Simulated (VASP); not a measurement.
**NaF (Villiaumite): single point with PBEsol**

Crystal: NaF (Villiaumite).

```
Na F
1.0
     0.00000    2.16811    2.16811
     2.16811    0.00000    2.16811
     2.16811    2.16811    0.00000
Na F
1 1
Cartesian
  0.0000 0.0000 0.0000
  2.1681 2.1681 2.1681
```

| Item | Value |
| --- | --- |
| Program | VASP 6.6.1 |
| Task | single point |
| Functional | PBEsol |
| Potentials or basis | VASP PAW PBE potentials, release 64 (Na_pv, F) |
| Cutoff | 520 eV |
| k mesh | 8 × 8 × 8 |
| Occupations | gaussian, width 0.01 eV |
| Spin | no spin polarisation |

```
Pressure               : 15.4 GPa
Band gap on the k mesh : 7.34 eV, direct
```

Levels at points of the mesh, in eV from the valence-band top:
| k point | band 5 | band 6 | band 7 | band 8 | band 9 | band 10 |
| --- | --- | --- | --- | --- | --- | --- |
| (0.00, 0.00, 0.00) | 0.00 | 0.00 | 0.00 | 7.34 | 20.23 | 20.23 |
| (0.50, 0.00, 0.00) | -2.12 | -0.38 | -0.38 | 11.87 | 14.09 | 22.19 |
| (0.50, 0.50, 0.00) | -1.63 | -0.51 | -0.51 | 13.69 | 14.71 | 15.61 |

It took 6.1 s on 1 thread of Intel(R) Xeon(R) Platinum 8375C CPU @ 2.90GHz (Ice Lake) (shared host), peak memory 0.13 GiB.

Caveat: the PAW data sets were made with another functional, which shifts forces and pressure a little. A hybrid or GW would open this gap; PBEsol tends to underestimate it.
